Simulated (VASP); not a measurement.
# K4Cl3 (P4/mmm) in VASP: notebook, part 2 of 2

VASP 6.6.1. The steps go on from the part before.

## (3) Single point, PBE

This run uses another cell than the first one, of 92.00 Å³/atom.

Contents of INCAR:

```
SYSTEM = K4Cl3
PREC = Accurate ; ENCUT = 520
EDIFF = 1E-6 ; ISMEAR = 0
SIGMA = 0.1 ; LREAL = .False.
LASPH = .True. ; NELM = 100
ALGO = Normal ; ISIF = 2
LWAVE = .False. ; LCHARG = .True.
GGA = PE ; LELF = .True.
LVHAR = .True. ; NBANDS = 38
```

Contents of KPOINTS:

```
Automatic mesh
0
Gamma
  4 4 2
  0 0 0
```

Contents of POSCAR:

```
K4Cl3
1.0
    7.8417626371      0.0000000000      0.0000000000
    0.0000000000      7.8417626371      0.0000000000
    0.0000000000      0.0000000000     10.4725507731
K Cl
4 3
Direct
    0.0000000000      0.5000000000      0.7449789009
    0.5000000000      0.0000000000      0.7449789009
    0.0000000000      0.5000000000      0.2550210991
    0.5000000000      0.0000000000      0.2550210991
    0.5000000000      0.0000000000      0.0000000000
    0.0000000000      0.5000000000      0.0000000000
    0.5000000000      0.5000000000      0.0000000000
```

Potentials or basis: VASP PAW PBE potentials, release 64 (K_sv, Cl).

Run with:

```console
> cat potpaw_PBE.64/K_sv/POTCAR potpaw_PBE.64/Cl/POTCAR > POTCAR
> mpirun -np 1 vasp_std > vasp.out
```

OUTCAR:

```text
SYSTEM = K4Cl3
   PREC = Accurate
   ENCUT = 520
   EDIFF = 1E-6
   ISMEAR = 0
   LREAL = .False.
   LASPH = .True.
   NELM = 100
   ISIF = 2
   GGA = PE

 ion  position               nearest neighbor table
   1  0.000  0.500  0.745-   6 2.67
   2  0.500  0.000  0.745-   5 2.67
   3  0.000  0.500  0.255-   6 2.67
   4  0.500  0.000  0.255-   5 2.67
   5  0.500  0.000  0.000-   2 2.67   4 2.67
   6  0.000  0.500  0.000-   1 2.67   3 2.67
   7  0.500  0.500  0.000-

  LATTYP: Found a simple tetragonal cell.
 ALAT       =     7.8417626371
 C/A-ratio  =     1.3354842856

  Lattice vectors:

 A1 = (   7.8417626371,   0.0000000000,   0.0000000000)
 A2 = (   0.0000000000,   7.8417626371,   0.0000000000)
 A3 = (   0.0000000000,   0.0000000000,  10.4725507731)

Analysis of symmetry for initial positions (statically):
=====================================================================
 Subroutine PRICEL returns:
 Original cell was already a primitive cell.

 Routine SETGRP: Setting up the symmetry group for a
 simple tetragonal supercell.

 Subroutine GETGRP returns: Found 16 space group operations
 (whereof 16 operations were pure point group operations)
 out of a pool of 16 trial point group operations.

The static configuration has the point symmetry D_4h.

Analysis of symmetry for dynamics (positions and initial velocities):
=====================================================================
 Subroutine PRICEL returns:
 Original cell was already a primitive cell.

[... 119 lines left out ...]
   ISMEAR =     0;   SIGMA  =   0.10  broadening in eV -4-tet -1-fermi 0-gaus
   EFERMI_NEDOS =   21; number of points for ismear=-14 and -15
   IALGO  =     38    algorithm
   IMIX   =      4    mixing-type and parameters
     AMIX     =   0.40;   BMIX     =  1.00
     AMIX_MAG =   1.60;   BMIX_MAG =  1.00
  volume/ion in A,a.u.               =      92.00       620.84
  Fermi-wavevector in a.u.,A,eV,Ry     =   0.729580  1.378707  7.242212  0.532288
  Thomas-Fermi vector in A             =   1.821338
   LORBIT       =      0    0 simple, 1 ext, 2 COOP (PROOUT), +10 PAW based schemes
   GGA     = PE    functional components
   LHFCALC =     F    Hartree Fock is set to
   AEXX    =    0.0000 exact exchange contribution
   IVDW    =     0    specifies the selected vdW correction
   LEPSILON=     F    determine dielectric tensor
   LRPA    =     F    only Hartree local field effects (RPA)
 non-spin polarized calculation
 Gauss-broadening in eV      SIGMA  =   0.10
  energy-cutoff  :      520.00
  volume of cell :      643.99
 maximum number of plane-waves:     17383
 NGX is ok and might be reduce to    60
   NGX = 29   NGY = 29   NGZ = 39

 number of electron      56.9999983 magnetization

 Free energy of the ion-electron system (eV)
  ---------------------------------------------------
  ext. energy  EPLUGINS =         0.00000000
  ---------------------------------------------------
  free energy    TOTEN  =       -15.61094992 eV

  energy without entropy =      -15.59481804  energy(sigma->0) =      -15.60288398

 E-fermi :  -1.5501     XC(G=0):  -4.2575

 val. band max:       -1.5810404237   @ k =   0.2500   0.2500   0.5000
 cond. band min:      -1.4446700694   @ k =   0.5000   0.0000   0.0000
 fundamental gap:      0.1363703544
 Fermi energy:        -1.5500507916

 k-point     1 :       0.0000    0.0000    0.0000
  band No.  band energies     occupation
      1     -33.1571      2.00000
      2     -33.1569      2.00000
      3     -33.1562      2.00000
      4     -33.1561      2.00000
      5     -16.9158      2.00000
      6     -16.9139      2.00000
[... 481 lines left out ...]
     37       2.1355      0.00000
     38       2.1355      0.00000

------------------------ aborting loop because EDIFF is reached ----------------------------------------

  FORCE on cell =-STRESS in cart. coord.  units (eV):
  Direction    XX          YY          ZZ          XY          YZ          ZX
  --------------------------------------------------------------------------------------
  -------------------------------------------------------------------------------------
  Total        0.3815955      0.3815955      0.3577602      0.0000000     -0.0000000     -0.0000000
  in kB        0.9493667      0.9493667      0.8900671      0.0000000     -0.0000000     -0.0000000
  external PRESSURE =       0.9296002 kB  Pullay stress =       0.0000000 kB

 VOLUME and BASIS-vectors are now :
 -----------------------------------------------------------------------------
  energy-cutoff  :      520.00
  volume of cell :      643.99
      direct lattice vectors                 reciprocal lattice vectors
     7.841762637  0.000000000  0.000000000     0.127522350  0.000000000  0.000000000
     0.000000000  7.841762637  0.000000000     0.000000000  0.127522350  0.000000000
     0.000000000  0.000000000 10.472550773     0.000000000  0.000000000  0.095487720

 POSITION                                       TOTAL-FORCE (eV/Angst)
 -----------------------------------------------------------------------------------
      0.00000      3.92088      7.80183         0.000000      0.000000     -0.028613
      3.92088      0.00000      7.80183         0.000000      0.000000     -0.028613
      0.00000      3.92088      2.67072        -0.000000      0.000000      0.028613
      3.92088      0.00000      2.67072         0.000000      0.000000      0.028613
      3.92088      0.00000      0.00000         0.000000      0.000000     -0.000000
      0.00000      3.92088      0.00000         0.000000      0.000000     -0.000000
      3.92088      3.92088      0.00000         0.000000      0.000000     -0.000000
 -----------------------------------------------------------------------------------
    total drift:                                0.000000     -0.000000      0.000000

  FREE ENERGIE OF THE ION-ELECTRON SYSTEM (eV)
  ---------------------------------------------------
  free  energy   TOTEN  =       -15.6109499234 eV

  energy  without entropy=      -15.5948180383  energy(sigma->0) =      -15.60288398
```

Run time: 3.8 min. Hardware: 1 thread of AMD EPYC 9R45 (Zen 5), shared host; peak memory 0.67 GiB.

Results:

| Quantity | Value |
| --- | --- |
| Free energy | -15.6109 eV |
| Pressure | 0.1 GPa |
| Largest force | 0.029 eV/Å |
| Band gap on the k mesh | zero (an odd number of electrons rules out a gap without spin polarisation) |

Forces on the atoms (eV/Å):
```
K    0.000  0.000 -0.029
K    0.000  0.000 -0.029
K    0.000  0.000  0.029
K    0.000  0.000  0.029
Cl   0.000  0.000  0.000
Cl   0.000  0.000  0.000
Cl   0.000  0.000  0.000
```

Levels at points of the mesh, in eV from the Fermi level:
```tsv
k point	band 26	band 27	band 28	band 29	band 30	band 31
(0.00, 0.00, 0.00)	-0.60	-0.47	-0.12	-0.12	1.46	1.58
(0.50, 0.00, 0.00)	-0.60	-0.37	-0.13	0.11	0.20	1.91
(0.50, 0.50, 0.00)	-0.60	-0.37	-0.37	0.55	0.55	0.85
(0.00, 0.00, 0.50)	-0.65	-0.27	-0.12	-0.12	1.15	1.71
(0.50, 0.00, 0.50)	-0.61	-0.35	-0.13	0.16	0.33	1.79
(0.50, 0.50, 0.50)	-0.61	-0.36	-0.36	0.64	0.64	0.86
```

Caveat: an odd number of electrons without spin polarisation forces a metal; a magnetic or distorted state may lie lower.

## (4) Relaxation of cell and atoms, PBE

Contents of INCAR:

```
SYSTEM = K4Cl3
PREC     = Accurate       ! precision mode
ENCUT    = 600            ! plane-wave cutoff, eV
EDIFF    = 1E-6           ! SCF threshold, eV
ISMEAR   = 0              ! smearing method
SIGMA    = 0.1            ! smearing width, eV
LREAL    = .False.        ! projectors in reciprocal space
LASPH    = .True.         ! aspherical terms in the spheres
NELM     = 100            ! most SCF steps
ALGO     = Normal         ! electronic algorithm
ISIF     = 3              ! what is computed and relaxed
LWAVE    = .False.        ! write WAVECAR
LCHARG   = .False.        ! write CHGCAR
GGA      = PE             ! functional
IBRION   = 2              ! ionic algorithm
NSW      = 90             ! ionic steps
EDIFFG   = -0.04          ! ionic threshold
```

KPOINTS is that of step 3.

Contents of POSCAR:

```
K4Cl3
1.0
    5.1655289500      0.0000000000      0.0000000000
    0.0000000000      5.1655289500      0.0000000000
    0.0000000000      0.0000000000      9.8252006200
K Cl
4 3
Direct
    0.0000000000      0.5000000000      0.8002197600
    0.5000000000      0.0000000000      0.8002197600
    0.0000000000      0.5000000000      0.1997802400
    0.5000000000      0.0000000000      0.1997802400
    0.5000000000      0.0000000000      0.0000000000
    0.0000000000      0.5000000000      0.0000000000
    0.5000000000      0.5000000000      0.0000000000
```

Potentials or basis: VASP PAW PBE potentials, release 64 (K_sv, Cl).

Run with:

```console
> cat potpaw_PBE.64/K_sv/POTCAR potpaw_PBE.64/Cl/POTCAR > POTCAR
> mpirun -np 1 vasp_std > vasp.out
```

OUTCAR:

```text
SYSTEM = K4Cl3
   PREC = Accurate
   ENCUT = 600
   EDIFF = 1E-6
   ISMEAR = 0
   LREAL = .False.
   LASPH = .True.
   NELM = 100
   ISIF = 3
   GGA = PE
   IBRION = 2
   NSW = 90
   EDIFFG = -0.04

 ion  position               nearest neighbor table
   1  0.000  0.500  0.800-   6 1.96   2 3.65   2 3.65   2 3.65   2 3.65
   2  0.500  0.000  0.800-   5 1.96   1 3.65   1 3.65   1 3.65   1 3.65
   3  0.000  0.500  0.200-   6 1.96   4 3.65   4 3.65   4 3.65   4 3.65
   4  0.500  0.000  0.200-   5 1.96   3 3.65   3 3.65   3 3.65   3 3.65
   5  0.500  0.000  0.000-   2 1.96   4 1.96   7 2.58   7 2.58
   6  0.000  0.500  0.000-   1 1.96   3 1.96   7 2.58   7 2.58
   7  0.500  0.500  0.000-   5 2.58   6 2.58   5 2.58   6 2.58

  LATTYP: Found a simple tetragonal cell.
 ALAT       =     5.1655289500
 C/A-ratio  =     1.9020705750

  Lattice vectors:

 A1 = (   5.1655289500,   0.0000000000,   0.0000000000)
 A2 = (   0.0000000000,   5.1655289500,   0.0000000000)
 A3 = (   0.0000000000,   0.0000000000,   9.8252006200)

Analysis of symmetry for initial positions (statically):
=====================================================================
 Subroutine PRICEL returns:
 Original cell was already a primitive cell.

 Routine SETGRP: Setting up the symmetry group for a
 simple tetragonal supercell.

 Subroutine GETGRP returns: Found 16 space group operations
 (whereof 16 operations were pure point group operations)
 out of a pool of 16 trial point group operations.

The static configuration has the point symmetry D_4h.

[... 274 lines left out ...]
  FREE ENERGIE OF THE ION-ELECTRON SYSTEM (eV)
  ---------------------------------------------------
  free  energy   TOTEN  =        -9.2971176024 eV

  energy  without entropy=       -9.2254614132  energy(sigma->0) =       -9.26128951

 E-fermi :   0.2083     XC(G=0):  -5.8700

 val. band max:        0.1955395966   @ k =   0.2500   0.0000   0.0000
 cond. band min:       0.2793935439   @ k =   0.5000   0.0000   0.5000
 fundamental gap:      0.0838539472
 Fermi energy:         0.2082542311

 k-point     1 :       0.0000    0.0000    0.0000
  band No.  band energies     occupation
      1     -31.8665      2.00000
      2     -31.8661      2.00000
      3     -31.8449      2.00000
      4     -31.8446      2.00000
      5     -15.7646      2.00000
      6     -15.5222      2.00000
[... 433 lines left out ...]
     33       1.8949      0.00000
     34       1.9666      0.00000

[... ionic steps 4 to 23 ...]

--------------------------------------- Ionic step       24  -------------------------------------------

 number of electron      56.9999931 magnetization

------------------------ aborting loop because EDIFF is reached ----------------------------------------
[... 77 lines left out ...]
--------------------------------------- Ionic step       26  -------------------------------------------

 number of electron      56.9999933 magnetization

 Free energy of the ion-electron system (eV)
  ---------------------------------------------------
  ext. energy  EPLUGINS =         0.00000000
  ---------------------------------------------------
  free energy    TOTEN  =       -15.48366040 eV

  energy without entropy =      -15.46725000  energy(sigma->0) =      -15.47545520

 E-fermi :  -1.5352     XC(G=0):  -4.2818

 val. band max:       -1.5699184881   @ k =   0.2500   0.2500   0.5000
 cond. band min:      -1.4282614522   @ k =   0.5000   0.0000   0.0000
 fundamental gap:      0.1416570359
 Fermi energy:        -1.5352087056

 k-point     1 :       0.0000    0.0000    0.0000
  band No.  band energies     occupation
      1     -33.1334      2.00000
      2     -33.1332      2.00000
      3     -33.1325      2.00000
      4     -33.1323      2.00000
      5     -16.8906      2.00000
      6     -16.8884      2.00000
[... 467 lines left out ...]
  FREE ENERGIE OF THE ION-ELECTRON SYSTEM (eV)
  ---------------------------------------------------
  free  energy   TOTEN  =       -15.4836603988 eV

  energy  without entropy=      -15.4672500005  energy(sigma->0) =      -15.47545520

 reached required accuracy - stopping structural energy minimisation
```

Run time: 32 min. Hardware: 1 thread of AMD EPYC 9R45 (Zen 5), shared host; peak memory 0.42 GiB.

Results:

* Free energy: -15.4837 eV
* Relaxed volume: 91.22 Å³/atom
* Relaxed cell: a = 7.794 Å, b = 7.794 Å, c = 10.511 Å, α = 90.00°, β = 90.00°, γ = 90.00°
* Space group after relaxing (to 0.1 Å): P4/mmm (No. 123)
* Energy gained by relaxing: 2584.1 meV/atom
* Ionic steps: 26
* Pressure after relaxing: 0.0 GPa
* Largest force after relaxing: 0.035 eV/Å
* Band gap on the k mesh: zero (an odd number of electrons rules out a gap without spin polarisation)

Forces in eV/Å, atoms in the order of the input:
```
K    0.000  0.000 -0.035
K    0.000  0.000 -0.035
K    0.000  0.000  0.035
K    0.000  0.000  0.035
Cl   0.000  0.000  0.000
Cl   0.000  0.000  0.000
Cl   0.000  0.000  0.000
```

Stress tensor (GPa, compression positive):
```
-0.06  0.00  0.00
 0.00 -0.06  0.00
 0.00  0.00  0.07
```

Step by step:
| step | energy change (eV) | largest force (eV/Å) | pressure (GPa) | volume (Å³) |
| --- | --- | --- | --- | --- |
| 1 | 0.0000 | 14.4553 | 30.23 | 262.16 |
| 2 | -11.5772 | 0.3322 | -0.90 | 588.27 |
| 3 | -11.9021 | 0.3640 | -0.78 | 564.38 |
| 4 | -12.1848 | 0.3977 | -0.68 | 543.63 |
| 5 | -14.5832 | 0.6351 | 0.53 | 391.41 |
| 6 | -15.1168 | 0.2578 | 3.67 | 324.01 |
| 7 | -15.1468 | 0.3679 | 1.94 | 348.78 |
| 8 | -15.1959 | 0.1865 | 2.53 | 338.40 |
| 9 | -15.1964 | 0.1178 | 2.74 | 335.35 |
| 10 | -16.1174 | 0.0171 | 1.38 | 373.09 |
| 11 | -16.9256 | 0.1006 | 0.59 | 429.65 |
| 12 | -17.8725 | 0.0087 | 0.20 | 551.64 |
| 13 | -17.2961 | 1.1016 | 0.09 | 825.75 |
| 14 | -18.0356 | 0.1901 | 0.18 | 621.13 |
| 15 | -18.0432 | 0.2603 | 0.19 | 641.48 |
| 16 | -18.0347 | 0.1721 | -0.21 | 666.93 |
| 17 | -18.0588 | 0.0524 | 0.00 | 652.53 |
| 18 | -18.0588 | 0.0565 | 0.00 | 652.30 |
| 19 | -18.0617 | 0.0567 | 0.00 | 653.99 |
| 20 | -18.0681 | 0.0598 | -0.02 | 659.02 |
| 21 | -18.0724 | 0.0663 | -0.05 | 668.89 |
| 22 | -18.0748 | 0.0303 | -0.07 | 667.71 |
| 23 | -18.0764 | 0.0279 | -0.11 | 665.72 |
| 24 | -18.0783 | 0.0220 | -0.11 | 662.98 |
| 25 | -18.0832 | 0.0045 | -0.07 | 654.77 |
| 26 | -18.0886 | 0.0348 | -0.02 | 638.52 |

Final structure:
```cif
data_structure
_symmetry_space_group_name_H-M 'P 1'
_symmetry_Int_Tables_number 1
_cell_length_a 7.7940
_cell_length_b 7.7940
_cell_length_c 10.5113
_cell_angle_alpha 90.000
_cell_angle_beta 90.000
_cell_angle_gamma 90.000
_cell_volume 638.52
loop_
_atom_site_label
_atom_site_type_symbol
_atom_site_fract_x
_atom_site_fract_y
_atom_site_fract_z
_atom_site_occupancy
K1 K 0.00000 0.50000 0.74603 1
K2 K 0.50000 0.00000 0.74603 1
K3 K 0.00000 0.50000 0.25397 1
K4 K 0.50000 0.00000 0.25397 1
Cl1 Cl 0.50000 0.00000 0.00000 1
Cl2 Cl 0.00000 0.50000 0.00000 1
Cl3 Cl 0.50000 0.50000 0.00000 1
```

Levels at points of the mesh, in eV from the Fermi level:
```csv
k point,band 24,band 25,band 26,band 27,band 28,band 29,band 30,band 31,band 32,band 33
"(0.00, 0.00, 0.00)",-1.90,-1.90,-0.62,-0.47,-0.12,-0.12,1.43,1.62,1.91,1.91
"(0.50, 0.00, 0.00)",-1.95,-1.81,-0.62,-0.38,-0.12,0.11,0.20,1.89,2.23,2.34
"(0.50, 0.50, 0.00)",-1.85,-1.76,-0.62,-0.38,-0.38,0.57,0.57,0.85,1.14,2.47
"(0.00, 0.00, 0.50)",-1.90,-1.90,-0.67,-0.28,-0.12,-0.12,1.13,1.75,1.90,1.90
"(0.50, 0.00, 0.50)",-1.95,-1.81,-0.63,-0.36,-0.12,0.16,0.33,1.77,1.95,2.35
"(0.50, 0.50, 0.50)",-1.85,-1.76,-0.63,-0.38,-0.38,0.66,0.66,0.86,1.20,2.34
```

Caveat: the volume moved by over 15 % at a fixed basis, so the end points are rough; the relaxation moved the vacuum too, so the length across it says nothing of the material; an odd number of electrons without spin polarisation forces a metal; a magnetic or distorted state may lie lower.

## (5) The runs side by side

```tsv
task	cell	cutoff (eV)	gap on the mesh (eV)	pressure (GPa)	largest force (eV/Å)
single point	a = 5.166, b = 5.166, c = 9.825 Å, 7 atoms, atomic positions A	520	none	30.2	14.46
single point	a = 7.842, b = 7.842, c = 10.473 Å, 7 atoms, atomic positions B	520	none	0.1	0.03
relaxation of cell and atoms	relaxed from a = 5.166, b = 5.166, c = 9.825 Å, 7 atoms, atomic positions A	600	none	0.0	0.03
```

Alike in all rows: level PBE; potentials or basis VASP PAW PBE potentials, release 64 (K_sv, Cl); no spin polarisation; k mesh 4 × 4 × 2; smearing gaussian 0.1 eV.

Caveats: an odd number of electrons without spin polarisation forces a metal; a magnetic or distorted state may lie lower; the stress differs along the axes, from 11 to 68 GPa (at least some runs); the volume moved by over 15 % at a fixed basis, so the end points are rough (at least some runs); the relaxation moved the vacuum too, so the length across it says nothing of the material (at least some runs).

Total energies depend on the potentials used, so only differences within one code and one set of settings carry meaning.

The gap in the log of VASP goes by the Fermi energy; the results here count the filled bands.